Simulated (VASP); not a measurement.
A run of VASP 6.6.1 is set up as follows.

The input INCAR:

```
SYSTEM = P
  PREC = Accurate
  ENCUT = 520
  EDIFF = 1E-6
  ISMEAR = 0
  SIGMA = 0.03
  LREAL = .False.
  LASPH = .True.
  NELM = 80
  ALGO = Normal
  ISIF = 2
  LWAVE = .False.
  LCHARG = .True.
  GGA = PE
  LELF = .True.
  LVHAR = .True.
  NBANDS = 18
```

File KPOINTS:

```
regular mesh
0
Gamma
  10 10 8
  0 0 0
```

The input POSCAR:

```
P
1.0
    1.6582000000     -5.2420000000      0.0000000000
    1.6582000000      5.2420000000      0.0000000000
    0.0000000000      0.0000000000      4.3793000000
P
4
Direct
    0.8983800000      0.1016200000      0.0806800000
    0.6016200000      0.3983800000      0.5806800000
    0.1016200000      0.8983800000      0.9193200000
    0.3983800000      0.6016200000      0.4193200000
```

Potentials or basis: VASP PAW PBE potentials, release 64 (P).

Launch:

```sh
$ cat potpaw_PBE.64/P/POTCAR > POTCAR
$ mpirun -np 1 vasp_std > vasp.out
```

Q: Estimate the band gap on the k mesh.

A: 0.04 eV (least direct gap 0.15 eV).

Q: What does it give for the pressure?

A: 1.8 GPa.

Q: What does it give for the largest force?

A: 0.057 eV/Å.

Stress tensor (GPa, compression positive):
```
1.24 0.00 0.00
0.00 2.38 0.00
0.00 0.00 1.66
```

Caveat: semilocal functionals underestimate gaps, and a narrow one can read as zero. A k mesh can miss the band edges.
